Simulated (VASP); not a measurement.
A run of VASP 6.6.1 is set up as follows.

File INCAR:

```
PREC = Accurate
ENCUT = 600
EDIFF = 1E-6
ISMEAR = 0
SIGMA = 0.01
LREAL = F
LASPH = T
NELM = 100
ALGO = Normal
ISIF = 3
LWAVE = F
LCHARG = F
IBRION = 2
NSW = 100
EDIFFG = -0.002
PSTRESS = 150.0
```

The input KPOINTS:

```
Automatic mesh
0
Gamma
  8 8 8
```

Contents of POSCAR:

```
ZnSe
1.0
    0.0000000000      2.7837629266      2.7837629266
    2.7837629266      0.0000000000      2.7837629266
    2.7837629266      2.7837629266      0.0000000000
Zn Se
1 1
Direct
    0.0000000000      0.0000000000      0.0000000000
    0.7500000000      0.7500000000      0.7500000000
```

Potentials or basis: VASP PAW LDA potentials, release 64 (Zn, Se).

The run is started by

```sh
$ cat potpaw_LDA.64/Zn/POTCAR potpaw_LDA.64/Se/POTCAR > POTCAR
$ mpirun -np 1 vasp_std > vasp.out
```

Task: Estimate the band gap on the k mesh.

Result: 1.93 eV, direct.

Task: Estimate the relaxed volume.

Result: 18.67 Å³/atom.

Task: Estimate the space group after relaxing (to 0.05 Å).

Result: F-43m (No. 216).

Task: Predict the relaxed cell.

Result: a = 3.752 Å, b = 3.752 Å, c = 3.752 Å, α = 60.00°, β = 60.00°, γ = 60.00°.

Step by step:
```tsv
step	energy change (eV)	largest force (eV/Å)	pressure (GPa)	volume (Å³)
1	0.0000	0.0000	0.34	43.14
2	1.1731	0.0000	43.68	31.95
3	0.2284	0.0000	14.36	37.52
4	0.2421	0.0000	14.87	37.37
5	0.2524	0.0000	15.26	37.26
6	0.2385	0.0000	14.79	37.41
7	0.2447	0.0000	14.97	37.34
8	0.2456	0.0000	15.07	37.33
9	0.2450	0.0000	15.00	37.34
```

Caveat: the cell is relaxed towards a set pressure, so the enthalpy falls and the energy may rise. LDA usually gives volumes a few per cent too small.
